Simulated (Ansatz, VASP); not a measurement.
# One calculation of TiO2, two programs

```
CELL_PARAMETERS angstrom
1.49733 0.86448 6.98154
-1.49733 0.86448 6.98154
0.00000 -1.72897 6.98154
ATOMIC_POSITIONS crystal
Ti 0.00000 0.00000 0.00000
O 0.37953 0.37953 0.37953
O 0.62047 0.62047 0.62047
```

Alike in both runs: functional PBEsol; k mesh 6 × 6 × 6; occupations fermi-dirac, width 0.05 eV; no spin polarisation.

```csv
,VASP,Ansatz
version,VASP 6.6.1,Ansatz 0.2.0
potentials or method,"VASP PAW PBE potentials, release 64 (Ti_sv, O)",Ansatz PAW
plane-wave cutoff (eV),520,420
valence electrons in the cell,24,24
task,single point,band structure
```

```csv
,VASP,Ansatz,Ansatz less VASP
gap on the k mesh at the Fermi level (eV),2.65,2.68,+0.027
least direct gap on the mesh (eV),2.83,2.85,+0.022
pressure (GPa),-3.9,-4.3,-0.43
"traceless stress, the component that is largest in VASP (GPa)",1.51,1.75,+0.244
rms of the force components (eV/Å),0.182,0.208,+0.0260
```

VASP's potentials were made for PBE, not for PBEsol. Atom by atom the forces differ by 0.026 eV/Å (rms over components).
